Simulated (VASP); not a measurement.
Ru: single point with r2SCAN

Ru:

```
CELL_PARAMETERS angstrom
0.00000 1.89746 1.89746
1.89746 0.00000 1.89746
1.89746 1.89746 0.00000
ATOMIC_POSITIONS crystal
Ru 0.00000 0.00000 0.00000
```

This cell differs from its parent crystal: strained.

* Program: VASP 6.6.1
* Task: single point
* Functional: r2SCAN
* Potentials or basis: VASP PAW PBE potentials, release 64 (Ru_pv)
* Cutoff: 520 eV
* k mesh: 18 × 18 × 18
* Occupations: gaussian, width 0.1 eV
* Spin: no spin polarisation

- Pressure: -1.3 GPa
- Band gap on the k mesh: zero (bands 7 and 8 overlap by 3.56 eV)

Levels at points of the mesh, in eV from the Fermi level:
| k point | band 4 | band 5 | band 6 | band 7 | band 8 | band 9 | band 10 | band 11 |
| --- | --- | --- | --- | --- | --- | --- | --- | --- |
| (0.00, 0.00, 0.00) | -8.18 | -2.62 | -2.62 | -2.62 | -0.10 | -0.10 | 8.57 | 15.77 |
| (0.50, 0.00, 0.00) | -6.26 | -2.75 | -2.75 | 1.11 | 1.84 | 1.84 | 8.57 | 10.56 |
| (0.50, 0.50, 0.00) | -6.58 | -6.10 | 1.78 | 2.37 | 2.37 | 3.85 | 8.57 | 14.15 |

It took 49 s on 1 thread of Intel(R) Xeon(R) 6975P-C (Granite Rapids) (shared host), peak memory 0.15 GiB.

Caveat: the cell differs from its parent crystal (strained); an empty level that is flat over the whole mesh can mark a ghost state of the potentials, or a narrow d or f band; the PAW data sets were made with another functional, which shifts forces and pressure a little.
